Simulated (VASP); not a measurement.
# Be (Fm-3m) in VASP: further runs

Be is run at these levels: PBE; tasks: single point.

Program: VASP 6.6.1. These are calculated values, not measurements. Logs are shortened: lines on timing, memory, paths and dates and some standing lists are left out, and cuts for length are marked.

**1. The cell of the first run**

Symmetry: Fm-3m, No. 225, cubic system. Conventional cell: a = 3.158 Å, b = 3.158 Å, c = 3.158 Å, α = 90.00°, β = 90.00°, γ = 90.00°. Within 3.0 Å of Be (site symmetry m-3m) lie 12 Be at 2.23 Å.

**2. Single point, PBE**

INCAR reads:

```
  ALGO = Normal
  EDIFF = 1E-6
  ENCUT = 520
  GGA = PE
  ISIF = 2
  ISMEAR = 0
  LASPH = T
  LCHARG = F
  LREAL = F
  LWAVE = F
  NBANDS = 7
  NELM = 80
  PREC = Accurate
  SIGMA = 0.1
```

KPOINTS reads:

```
k-points
0
Gamma
  22 22 22
```

POSCAR reads:

```
Be
1.0
    0.0000000000      1.5790623537      1.5790623537
    1.5790623537      0.0000000000      1.5790623537
    1.5790623537      1.5790623537      0.0000000000
Be
1
Direct
    0.0000000000      0.0000000000      0.0000000000
```

Potentials or basis: VASP PAW PBE potentials, release 64 (Be).

The run is started by

```bash
$ cat potpaw_PBE.64/Be/POTCAR > POTCAR
$ mpirun -np 1 vasp_std > vasp.out
```

OUTCAR:

```text
EDIFF = 1E-6
   ENCUT = 520
   GGA = PE
   ISIF = 2
   ISMEAR = 0
   LASPH = T
   LREAL = F
   NELM = 80
   PREC = Accurate

 ion  position               nearest neighbor table
   1  0.000  0.000  0.000-

  LATTYP: Found a face centered cubic cell.
 ALAT       =     3.1581247074

  Lattice vectors:

 A1 = (   0.0000000000,   1.5790623537,   1.5790623537)
 A2 = (   1.5790623537,   0.0000000000,   1.5790623537)
 A3 = (   1.5790623537,   1.5790623537,   0.0000000000)

Analysis of symmetry for initial positions (statically):
=====================================================================
 Subroutine PRICEL returns:
 Original cell was already a primitive cell.

 Routine SETGRP: Setting up the symmetry group for a
 face centered cubic supercell.

 Subroutine GETGRP returns: Found 48 space group operations
 (whereof 48 operations were pure point group operations)
 out of a pool of 48 trial point group operations.

The static configuration has the point symmetry O_h .

Analysis of symmetry for dynamics (positions and initial velocities):
=====================================================================
 Subroutine PRICEL returns:
 Original cell was already a primitive cell.

 Routine SETGRP: Setting up the symmetry group for a
 face centered cubic supercell.

 Subroutine GETGRP returns: Found 48 space group operations
 (whereof 48 operations were pure point group operations)
 out of a pool of 48 trial point group operations.

The dynamic configuration has the point symmetry O_h .

 Subroutine INISYM returns: Found 48 space group operations
 (whereof 48 operations are pure point group operations),
 and found     1 'primitive' translations

----------------------------------------------------------------------------------------

                                     Primitive cell

  volume of cell :       7.8746

  direct lattice vectors                    reciprocal lattice vectors
     0.000000000  1.579062354  1.579062354    -0.316643607  0.316643607  0.316643607
     1.579062354  0.000000000  1.579062354     0.316643607 -0.316643607  0.316643607
     1.579062354  1.579062354  0.000000000     0.316643607  0.316643607 -0.316643607

  length of vectors
     2.233131396  2.233131396  2.233131396     0.548442816  0.548442816  0.548442816

  position of ions in fractional coordinates (direct lattice)
     0.000000000  0.000000000  0.000000000

  ion indices of the primitive-cell ions
   primitive index   ion index
                 1           1

----------------------------------------------------------------------------------------

 KPOINTS: k-points

Automatic generation of k-mesh.
 Grid dimensions read from file:
 generate k-points for:   22   22   22

 Generating k-lattice:

  Cartesian coordinates                     Fractional coordinates (reciprocal lattice)
    -0.014392891  0.014392891  0.014392891     0.045454545  0.000000000  0.000000000
     0.014392891 -0.014392891  0.014392891     0.000000000  0.045454545  0.000000000
     0.014392891  0.014392891 -0.014392891     0.000000000  0.000000000  0.045454545

  Length of vectors
     0.024929219  0.024929219  0.024929219

  Shift w.r.t. Gamma in fractional coordinates (k-lattice)
     0.000000000  0.000000000  0.000000000

 Subroutine IBZKPT returns following result:
 ===========================================

 Found    328 irreducible k-points:

 Following reciprocal coordinates:
            Coordinates               Weight
  0.000000  0.000000  0.000000      1.000000
  0.045455  0.000000  0.000000      8.000000
  0.090909  0.000000  0.000000      8.000000
  0.136364  0.000000  0.000000      8.000000
  0.181818  0.000000  0.000000      8.000000
  0.227273  0.000000  0.000000      8.000000
[... 16 lines left out ...]
  0.500000  0.045455  0.000000     24.000000
 -0.454545  0.045455  0.000000     24.000000
 [... further k-points ...]
   k-points           NKPTS =    328   k-points in BZ     NKDIM =    328   number of bands    NBANDS=      7
   number of dos      NEDOS =    301   number of ions     NIONS =      1
   total plane-waves  NPLWV =   5832
   dimension x,y,z NGX =    18 NGY =   18 NGZ =   18
   dimension x,y,z NGXF=    36 NGYF=   36 NGZF=   36
   ions per type =               1
   NGX,Y,Z   is equivalent  to a cutoff of  13.40, 13.40, 13.40 a.u.
   NGXF,Y,Z  is equivalent  to a cutoff of  26.80, 26.80, 26.80 a.u.
 SYSTEM =  unknown system
   PREC   = accura    normal or accurate (medium, high low for compatibility)
   ISTART =      0    job   : 0-new  1-cont  2-samecut
   ICHARG =      2    charge: 1-file 2-atom 10-const
   ISPIN  =      1    spin polarized calculation?
   LNONCOLLINEAR =      F non collinear calculations
   LSORBIT =      F    spin-orbit coupling
   LASPH  =      T    aspherical Exc in radial PAW
   ENCUT  =  520.0 eV  38.22 Ry    6.18 a.u.   4.15  4.15  4.15*2*pi/ulx,y,z
   NELM   =     80;   NELMIN=  2; NELMDL= -5     # of ELM steps
   EDIFF  = 0.1E-05   stopping-criterion for ELM
   LREAL  =      F    real-space projection
   EDIFFG = 0.1E-04   stopping-criterion for IOM
   NSW    =      0    number of steps for IOM
   IBRION =     -1    ionic relax: 0-MD 1-quasi-New 2-CG
   NFREE  =      0    steps in history (QN), initial steepest desc. (CG)
   ISIF   =      2    stress and relaxation
   ISYM   =      2    0-nonsym 1-usesym 2-fastsym
   POTIM  = 0.5000    time-step for ionic-motion
   TEBEG  =    0.0;   TEEND  =   0.0 temperature during run
   PSTRESS=    0.0 pullay stress
   NELECT =       2.0000    total number of electrons
   NUPDOWN=      -1.0000    fix difference up-down
   EMIN   =  10.00;   EMAX   =-10.00  energy-range for DOS
   EFERMI =   0.00;   METHOD = LEGACY
   ISMEAR =     0;   SIGMA  =   0.10  broadening in eV -4-tet -1-fermi 0-gaus
   EFERMI_NEDOS =   21; number of points for ismear=-14 and -15
   IALGO  =     38    algorithm
   IMIX   =      4    mixing-type and parameters
     AMIX     =   0.40;   BMIX     =  1.00
     AMIX_MAG =   1.60;   BMIX_MAG =  1.00
  volume/ion in A,a.u.               =       7.87        53.14
  Fermi-wavevector in a.u.,A,eV,Ry     =   1.036754  1.959180 14.624331  1.074858
  Thomas-Fermi vector in A             =   2.171159
   LORBIT       =      0    0 simple, 1 ext, 2 COOP (PROOUT), +10 PAW based schemes
   GGA     = PE    functional components
   LHFCALC =     F    Hartree Fock is set to
   AEXX    =    0.0000 exact exchange contribution
   IVDW    =     0    specifies the selected vdW correction
   LEPSILON=     F    determine dielectric tensor
   LRPA    =     F    only Hartree local field effects (RPA)
 non-spin polarized calculation
 Gauss-broadening in eV      SIGMA  =   0.10
  energy-cutoff  :      520.00
  volume of cell :        7.87
 maximum number of plane-waves:       222
 NGX is ok and might be reduce to    18

 number of electron       2.0000000 magnetization

 Free energy of the ion-electron system (eV)
  ---------------------------------------------------
  ext. energy  EPLUGINS =         0.00000000
  ---------------------------------------------------
  free energy    TOTEN  =        -3.68698041 eV

  energy without entropy =       -3.68658496  energy(sigma->0) =       -3.68678268

 E-fermi :   7.6213     XC(G=0): -10.6233

 val. band max:        7.5665553503   @ k =   0.5000   0.0000   0.0000
 cond. band min:       7.6310747229   @ k =  -0.4545   0.0909   0.0455
 fundamental gap:      0.0645193725
 Fermi energy:         7.6213245501

 k-point     1 :       0.0000    0.0000    0.0000
  band No.  band energies     occupation
      1      -4.3193      2.00000
      2      26.9943      0.00000
      3      26.9943      0.00000
      4      26.9943      0.00000
      5      36.6678      0.00000
      6      36.6678      0.00000
      7      36.6678      0.00000

 k-point     2 :       0.0455    0.0000    0.0000
  band No.  band energies     occupation
      1      -4.2508      2.00000
      2      26.4379      0.00000
      3      26.8749      0.00000
      4      26.8749      0.00000
      5      35.7389      0.00000
      6      36.8980      0.00000
      7      36.8980      0.00000

 k-point     3 :       0.0909    0.0000    0.0000
  band No.  band energies     occupation
      1      -4.0452      2.00000
      2      24.9034      0.00000
      3      26.5569      0.00000
      4      26.5569      0.00000
      5      34.9806      0.00000
      6      37.5063      0.00000
      7      37.5063      0.00000

 k-point     4 :       0.1364    0.0000    0.0000
  band No.  band energies     occupation
      1      -3.7026      2.00000
      2      22.7595      0.00000
      3      26.1273      0.00000
      4      26.1273      0.00000
      5      34.8707      0.00000
      6      38.2176      0.00000
      7      38.2176      0.00000

 k-point     5 :       0.1818    0.0000    0.0000
  band No.  band energies     occupation
      1      -3.2235      2.00000
      2      20.3649      0.00000
      3      25.6680      0.00000
      4      25.6680      0.00000
      5      35.1967      0.00000
      6      38.4593      0.00000
      7      38.4593      0.00000
[... 161 lines left out ...]
 k-point    22 :       0.4545    0.0455    0.0000
  band No.  band energies     occupation
      1       1.6704      2.00000
      2       8.5445      0.00000
      3      23.5989      0.00000
      4      24.0936      0.00000
      5      32.2641      0.00000
      6      34.7210      0.00000
      7      37.6003      0.00000

 k-point    23 :       0.5000    0.0455    0.0000
  band No.  band energies     occupation
      1       2.2953      2.00000
      2       7.6555      0.62841
      3      23.7480      0.00000
      4      23.8169      0.00000
      5      32.2372      0.00000
      6      34.2946      0.00000
      7      37.4886      0.00000

 k-point    24 :      -0.4545    0.0455    0.0000
  band No.  band energies     occupation
      1       2.1544      2.00000
      2       7.8487      0.00130
      3      23.6043      0.00000
      4      23.9749      0.00000
      5      32.4506      0.00000
      6      34.1161      0.00000
      7      37.5727      0.00000

 [... further k-points ...]
[... 5 lines left out ...]
  --------------------------------------------------------------------------------------
  -------------------------------------------------------------------------------------
  Total        0.0072775      0.0072775      0.0072775     -0.0000000     -0.0000000     -0.0000000
  in kB        1.4806840      1.4806840      1.4806840     -0.0000000     -0.0000000     -0.0000000
  external PRESSURE =       1.4806840 kB  Pullay stress =       0.0000000 kB

 VOLUME and BASIS-vectors are now :
 -----------------------------------------------------------------------------
  energy-cutoff  :      520.00
  volume of cell :        7.87
      direct lattice vectors                 reciprocal lattice vectors
     0.000000000  1.579062354  1.579062354    -0.316643607  0.316643607  0.316643607
     1.579062354  0.000000000  1.579062354     0.316643607 -0.316643607  0.316643607
     1.579062354  1.579062354  0.000000000     0.316643607  0.316643607 -0.316643607

 POSITION                                       TOTAL-FORCE (eV/Angst)
 -----------------------------------------------------------------------------------
      0.00000      0.00000      0.00000         0.000000      0.000000     -0.000000
 -----------------------------------------------------------------------------------
    total drift:                                0.000000     -0.000000     -0.000000

  FREE ENERGIE OF THE ION-ELECTRON SYSTEM (eV)
  ---------------------------------------------------
  free  energy   TOTEN  =        -3.6869804087 eV

  energy  without entropy=       -3.6865849559  energy(sigma->0) =       -3.68678268
```

Run time: 6.9 s. Hardware: 1 thread of Intel Xeon 6975P-C (Granite Rapids), shared host; peak memory 0.11 GiB.

What came out:

| Item | Value |
| --- | --- |
| Free energy | -3.6870 eV |
| Pressure | 0.1 GPa |
| Band gap on the k mesh | zero (band 1 reaches 8.00 eV, above the bottom of band 2 at 7.31 eV) |

**3. Single point, PBE**

This run uses another cell than the first one: it holds 8 atoms, not 1.

INCAR reads:

```
PREC = Accurate
ENCUT = 520
EDIFF = 1E-6
ISMEAR = 0
SIGMA = 0.1
LREAL = False
LASPH = True
NELM = 60
ALGO = Fast
ISIF = 2
LWAVE = False
LCHARG = True
GGA = PE
LELF = True
LVHAR = True
NBANDS = 18
```

KPOINTS reads:

```
Automatic mesh
0
Gamma
  6 6 6
```

POSCAR reads:

```
Be
1.0
    0.0000000000      3.1581247075      3.1581247075
    3.1581247075      0.0000000000      3.1581247075
    3.1581247075      3.1581247075      0.0000000000
Be
8
Direct
    0.0000000000      0.0000000000      0.0000000000
    0.0000000000      0.0000000000      0.5000000000
    0.0000000000      0.5000000000      1.0000000000
    0.0000000000      0.5000000000      0.5000000000
    0.5000000000      0.0000000000      1.0000000000
    0.5000000000      0.0000000000      0.5000000000
    0.5000000000      0.5000000000      1.0000000000
    0.5000000000      0.5000000000      0.5000000000
```

Potentials or basis: VASP PAW PBE potentials, release 64 (Be).

The run is started by

```bash
$ cat potpaw_PBE.64/Be/POTCAR > POTCAR
$ mpirun -np 1 vasp_std > vasp.out
```

It took 12 s on 1 thread of Intel Xeon 6975P-C (Granite Rapids), shared host; peak memory 0.18 GiB.

The run converged. Its results:

```yaml
Free_energy: -29.5391 eV
Pressure: 0.3 GPa
Band_gap_on_the_k_mesh: zero (band 8 reaches 8.52 eV, above the bottom of band 9 at 7.57 eV)
```

Levels at points of the mesh, in eV from the Fermi level:
```tsv
k point	band 5	band 6	band 7	band 8	band 9	band 10	band 11	band 12
(0.00, 0.00, 0.00)	-5.41	-2.79	-2.79	-2.79	-0.11	-0.11	-0.11	-0.11
(0.50, 0.00, 0.00)	-4.50	-4.50	-4.50	-4.50	2.53	2.53	2.53	2.53
(0.50, 0.50, 0.00)	-6.44	-6.44	0.84	0.84	0.84	0.84	3.01	3.01
```
